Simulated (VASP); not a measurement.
# Cl (P1) in VASP: single point with r2SCAN

Aim: the single point of Cl with r2SCAN.

Program: VASP 6.6.1. These are calculated values, not measurements. Logs are shortened: lines on timing, memory, paths and dates and some standing lists are left out, and cuts for length are marked.

## Step 1: The cell of the first run

The typed cell holds 16 atoms: a = 7.429 Å, b = 7.429 Å, c = 8.147 Å, α = 90.00°, β = 90.00°, γ = 65.42°.

## Step 2: Single point, r2SCAN

Contents of POSCAR:

```
Cl
1.0
    6.2504734117     -4.0144901941      0.0000000000
    6.2504734117      4.0144901941      0.0000000000
    0.0000000000      0.0000000000      8.1465601234
Cl
16
Direct
    0.4774477232      0.1025032279      0.6159528591
    0.0442366652      0.4215122162      0.3788219756
    0.2539006767      0.2147801427      0.1166840956
    0.2257110451      0.2860255529      0.8743443726
    0.4816089323      0.5492795422      0.6102659190
    0.0717568566      0.9677677637      0.4224935369
    0.2848980865      0.6986602131      0.1003842097
    0.1691524619      0.8124386266      0.8789335488
    0.9325367317      0.0538283953      0.6402238394
    0.5463322440      0.4407449890      0.3796151938
    0.8419936522      0.1913680749      0.1041728026
    0.6846938977      0.2795602640      0.8954980862
    0.9248039748      0.5245392034      0.6040613370
    0.5582058667      0.9525461001      0.4031392330
    0.8271078066      0.6749350598      0.0879403072
    0.6756134117      0.8295106614      0.8874686850
```

Contents of INCAR.step1:

```
ALGO = Normal ; EDIFF = 1E-5
ENCUT = 440 ; GGA = PE
GGA_COMPAT = F ; ISMEAR = -1
LASPH = T ; LCHARG = F
LREAL = F ; LWAVE = T
NBANDS = 70 ; NELM = 120
PREC = Accurate ; SIGMA = 0.146
```

Contents of INCAR.step2:

```
ALGO = Normal ; EDIFF = 1E-6
ENCUT = 440 ; GGA_COMPAT = F
ISIF = 2 ; ISMEAR = -1
ISTART = 1 ; LASPH = T
LCHARG = F ; LMIXTAU = T
LREAL = F ; LWAVE = F
METAGGA = R2SCAN ; NBANDS = 70
NELM = 120 ; PREC = Accurate
SIGMA = 0.146
```

Contents of KPOINTS:

```
k-points
0
Gamma
  2 2 2
```

Potentials or basis: VASP PAW PBE potentials, release 64 (Cl).

Launch:

```console
cat potpaw_PBE.64/Cl/POTCAR > POTCAR
cp INCAR.step1 INCAR
mpirun -np 1 vasp_std > vasp.out
cp INCAR.step2 INCAR
mpirun -np 1 vasp_std > vasp.out
```

OUTCAR:

```text
EDIFF = 1E-6
   ENCUT = 440
   ISIF = 2
   ISMEAR = -1
   ISTART = 1
   LASPH = T
   LREAL = F
   METAGGA = R2SCAN
   NELM = 120
   PREC = Accurate

 ion  position               nearest neighbor table
   1  0.477  0.103  0.616-  14 2.01
   2  0.044  0.422  0.379-  13 2.04
   3  0.254  0.215  0.117-   4 2.03
   4  0.226  0.286  0.874-   3 2.03
   5  0.482  0.549  0.610-  10 2.02
   6  0.072  0.968  0.422-   9 2.02
[... 8 lines left out ...]
  15  0.827  0.675  0.088-  16 2.04
  16  0.676  0.830  0.887-  15 2.04

  LATTYP: Found a base centered orthorhombic cell.
 ALAT       =     8.0289803882
 B/A-ratio  =     1.5569781241
 C/A-ratio  =     1.0146444168

  Lattice vectors:

 A1 = (  -6.2504734117,  -4.0144901941,   0.0000000000)
 A2 = (   6.2504734117,  -4.0144901941,   0.0000000000)
 A3 = (   0.0000000000,   0.0000000000,   8.1465601234)

Analysis of symmetry for initial positions (statically):
=====================================================================
 Subroutine PRICEL returns:
 Original cell was already a primitive cell.

 Routine SETGRP: Setting up the symmetry group for a
 base centered orthorhombic supercell.

 Subroutine GETGRP returns: Found  1 space group operations
 (whereof  1 operations were pure point group operations)
 out of a pool of  8 trial point group operations.

The static configuration has the point symmetry C_1 .

Analysis of symmetry for dynamics (positions and initial velocities):
=====================================================================
 Subroutine PRICEL returns:
 Original cell was already a primitive cell.

 Routine SETGRP: Setting up the symmetry group for a
 base centered orthorhombic supercell.

 Subroutine GETGRP returns: Found  1 space group operations
 (whereof  1 operations were pure point group operations)
 out of a pool of  8 trial point group operations.

The dynamic configuration has the point symmetry C_1 .

 Subroutine INISYM returns: Found  1 space group operations
 (whereof  1 operations are pure point group operations),
 and found     1 'primitive' translations

----------------------------------------------------------------------------------------

                                     Primitive cell

  volume of cell :     408.8345

[... 102 lines left out ...]
   NSW    =      0    number of steps for IOM
   IBRION =     -1    ionic relax: 0-MD 1-quasi-New 2-CG
   NFREE  =      0    steps in history (QN), initial steepest desc. (CG)
   ISIF   =      2    stress and relaxation
   ISYM   =      2    0-nonsym 1-usesym 2-fastsym
   POTIM  = 0.5000    time-step for ionic-motion
   TEBEG  =    0.0;   TEEND  =   0.0 temperature during run
   PSTRESS=    0.0 pullay stress
   NELECT =     112.0000    total number of electrons
   NUPDOWN=      -1.0000    fix difference up-down
   EMIN   =  10.00;   EMAX   =-10.00  energy-range for DOS
   EFERMI =   0.00;   METHOD = LEGACY
   ISMEAR =    -1;   SIGMA  =   0.15  broadening in eV -4-tet -1-fermi 0-gaus
   EFERMI_NEDOS =   21; number of points for ismear=-14 and -15
   IALGO  =     38    algorithm
   IMIX   =      4    mixing-type and parameters
     AMIX     =   0.40;   BMIX     =  1.00
     AMIX_MAG =   1.60;   BMIX_MAG =  1.00
  volume/ion in A,a.u.               =      25.55       172.43
  Fermi-wavevector in a.u.,A,eV,Ry     =   1.063241  2.009234 15.381129  1.130481
  Thomas-Fermi vector in A             =   2.198719
   LORBIT       =      0    0 simple, 1 ext, 2 COOP (PROOUT), +10 PAW based schemes
   METAGGA = R2SCAN    functional components
   LHFCALC =     F    Hartree Fock is set to
   AEXX    =    0.0000 exact exchange contribution
   IVDW    =     0    specifies the selected vdW correction
   LEPSILON=     F    determine dielectric tensor
   LRPA    =     F    only Hartree local field effects (RPA)
 non-spin polarized calculation
  energy-cutoff  :      440.00
  volume of cell :      408.83
 maximum number of plane-waves:      8608
 NGX is ok and might be reduce to    54
   NGX = 25   NGY = 25   NGZ = 27

 number of electron     112.0000002 magnetization

 Free energy of the ion-electron system (eV)
  ---------------------------------------------------
  ext. energy  EPLUGINS =         0.00000000
  ---------------------------------------------------
  free energy    TOTEN  =       -97.31189773 eV

  energy without entropy =      -97.30646246  energy(sigma->0) =      -97.30918009

 E-fermi :   1.2998     XC(G=0):  -8.7880

 val. band max:        0.2687525710   @ k =   0.0000   0.0000   0.5000
 cond. band min:       2.2473391591   @ k =   0.0000   0.0000   0.0000
 fundamental gap:      1.9785865880
 Fermi energy:         1.2998243333

 k-point     1 :       0.0000    0.0000    0.0000
  band No.  band energies     occupation
      1     -17.6414      2.00000
      2     -17.3261      2.00000
      3     -17.2725      2.00000
      4     -17.1596      2.00000
      5     -17.1279      2.00000
      6     -16.9190      2.00000
[... 557 lines left out ...]
     67       9.3706      0.00000
     68       9.5231      0.00000
 [bands above 68 left out]

------------------------ aborting loop because EDIFF is reached ----------------------------------------

  FORCE on cell =-STRESS in cart. coord.  units (eV):
  Direction    XX          YY          ZZ          XY          YZ          ZX
  --------------------------------------------------------------------------------------
  -------------------------------------------------------------------------------------
  Total        4.7489374      3.9761990      0.0328341     -0.7468588     -0.1074671     -0.2269346
  in kB       18.6105606     15.5822840      0.1286734     -2.9268571     -0.4211516     -0.8893315
  external PRESSURE =      11.4405060 kB  Pullay stress =       0.0000000 kB

 VOLUME and BASIS-vectors are now :
 -----------------------------------------------------------------------------
  energy-cutoff  :      440.00
  volume of cell :      408.83
      direct lattice vectors                 reciprocal lattice vectors
     6.250473412 -4.014490194  0.000000000     0.079993941 -0.124548816  0.000000000
     6.250473412  4.014490194  0.000000000     0.079993941  0.124548816  0.000000000
     0.000000000  0.000000000  8.146560123     0.000000000  0.000000000  0.122751196

 POSITION                                       TOTAL-FORCE (eV/Angst)
 -----------------------------------------------------------------------------------
      3.62497     -1.50521      5.01790        -0.689665     -0.200492     -0.488378
      2.91115      1.51457      3.08610         0.267564      0.449051      0.569812
      2.92948     -0.15705      0.95057         0.554518     -0.502481     -0.744245
      3.19860      0.24213      7.12290        -0.315692      0.367541      0.962084
      6.44354      0.27166      4.97157        -0.327757      0.279535     -0.597228
      6.49752      3.59703      3.44187        -0.351655     -0.218877      0.047019
[... 8 lines left out ...]
      9.38848     -0.61090      0.71641        -0.128097      0.515792     -0.334148
      9.40774      0.61782      7.22982        -0.152613     -0.460990      0.499979
 -----------------------------------------------------------------------------------
    total drift:                               -0.004196      0.004328     -0.000128

  FREE ENERGIE OF THE ION-ELECTRON SYSTEM (eV)
  ---------------------------------------------------
  free  energy   TOTEN  =       -97.3118977310 eV

  energy  without entropy=      -97.3064624589  energy(sigma->0) =      -97.30918009
```

Run time: 12 min. Hardware: 1 thread of Intel Xeon Platinum 8259CL at 2.50GHz (Skylake/Cascade Lake), shared host; peak memory 0.45 GiB.

Results:

* Free energy: -97.3119 eV
* Pressure: 1.1 GPa
* Largest force: 1.077 eV/Å
* Band gap on the k mesh: 1.98 eV (least direct gap 2.02 eV)

Forces on the atoms (eV/Å):
```
Cl  -0.690 -0.200 -0.488
Cl   0.268  0.449  0.570
Cl   0.555 -0.502 -0.744
Cl  -0.316  0.368  0.962
Cl  -0.328  0.280 -0.597
Cl  -0.352 -0.219  0.047
Cl   0.110 -0.129 -0.162
Cl   0.058 -0.168  0.556
Cl   0.268 -0.081 -0.761
Cl   0.251  0.102  0.638
Cl  -0.576  0.348 -0.183
Cl   0.417 -0.028  0.469
Cl   0.405 -0.248 -0.595
Cl   0.210 -0.027  0.122
Cl  -0.128  0.516 -0.334
Cl  -0.153 -0.461  0.500
```

Stress tensor (GPa, compression positive):
```
 1.86 -0.29 -0.09
-0.29  1.56 -0.04
-0.09 -0.04  0.01
```

Caveat: the k points lie up to 0.47 Å⁻¹ apart; the atoms stand as in a frame of molecular dynamics; the PAW data sets were made with another functional, which shifts forces and pressure a little.
